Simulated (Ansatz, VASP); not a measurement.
# One calculation of KCl, two programs

```xyz
2
Lattice="0.0000 3.1131 3.1131 3.1131 0.0000 3.1131 3.1131 3.1131 0.0000" Properties=species:S:1:pos:R:3 pbc="T T T"
K     0.0000    0.0000    0.0000
Cl    3.1131    3.1131    3.1131
```

Alike in both runs: task single point; functional r2SCAN; k mesh 6 × 6 × 6; no spin polarisation.

|  | VASP | Ansatz |
| --- | --- | --- |
| version | VASP 6.6.1 | Ansatz 0.2.0 |
| potentials or method | VASP PAW PBE potentials, release 64 (K_sv, Cl) | plane waves, PAW |
| plane-wave cutoff (eV) | 520 | 500 |
| occupations | gaussian, width 0.01 eV | fixed |
| valence electrons in the cell | 16 | 16 |

|  | VASP | Ansatz | Ansatz less VASP |
| --- | --- | --- | --- |
| gap on the k mesh at the Fermi level (eV) | 5.95 | 5.94 | -0.004 |
| pressure (GPa) | 0.7 | 0.7 | +0.01 |

VASP's potentials were made for PBE, not for r2SCAN.
